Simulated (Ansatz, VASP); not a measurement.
# Two plane-wave programs on Ta3N

File INCAR:

```
ALGO = Normal
EDIFF = 1E-7
ENCUT = 520
GGA = PE
ISIF = 2
ISMEAR = 0
LASPH = T
LCHARG = T
LELF = T
LREAL = F
LVHAR = T
LWAVE = F
NBANDS = 27
NELM = 100
PREC = Accurate
SIGMA = 0.1
```

KPOINTS

```
k-points
0
Gamma
  6 6 4
```

The input POSCAR:

```
Ta3N
1.0
    3.0322239879      0.0000000000      0.0000000000
   -1.5161119940      2.6259830035      0.0000000000
    0.0000000000      0.0000000000      7.5241370000
Ta N
3 1
Direct
    0.0000000000      0.0000000000      0.5000000000
    0.3333333300      0.6666666700      0.1739300000
    0.6666666700      0.3333333300      0.8260700000
    0.0000000000      0.0000000000      0.0000000000
```

Input for Ansatz:

```yaml
crystal:
  lattice:
    - [3.0322239879, 0.0, 0.0]
    - [-1.516111994, 2.6259830035, 0.0]
    - [0.0, 0.0, 7.524137]
  atoms:
    - { symbol: Ta, position: [0.0, 0.0, 0.5] }
    - { symbol: Ta, position: [0.33333333, 0.66666667, 0.17393] }
    - { symbol: Ta, position: [0.66666667, 0.33333333, 0.82607] }
    - { symbol: "N", position: [0.0, 0.0, 0.0] }
basis:
  ecutwfc: 420
kpoints:
  mp_grid: { grid: [6, 6, 4] }
hamiltonian:
  xc: pbe
scf:
  occupations: { method: gaussian, width: 0.1 }
  lower_state_search: "off"
output:
  forces: true
  stress: true
  eigenvalues: true
```

Alike in both runs: task single point; functional PBE; k mesh 6 × 6 × 4; occupations gaussian, width 0.1 eV; no spin polarisation.

|  | VASP | Ansatz |
| --- | --- | --- |
| version | VASP 6.6.1 | Ansatz 0.2.0 |
| potentials or method | VASP PAW PBE potentials, release 64 (Ta_pv, N), cutoff 520 eV | scalar-relativistic, plane waves, PAW |
| valence electrons in the cell | 38 | 44 |

```tsv
	VASP	Ansatz	Ansatz less VASP
gap on the k mesh at the Fermi level (eV)	none	none	-
pressure (GPa)	0.2	-0.1	-0.29
traceless stress, the component that is largest in VASP (GPa)	2.20	2.20	0.000
rms of the force components (eV/Å)	0.001	0.021	+0.0197
```

Atom by atom the forces differ by 0.020 eV/Å (rms over components). A gap of «none» marks a metal or a gap that the smearing closes. The functional is the same, so the differences come from potentials, cutoffs and numerics. VASP's potentials hold 38 valence electrons a cell and Ansatz's 44, so a difference there can come from the potentials and not from the codes.

The k mesh is coarse, so the values compare programs but aren't converged. Neither program's run includes spin-orbit coupling.
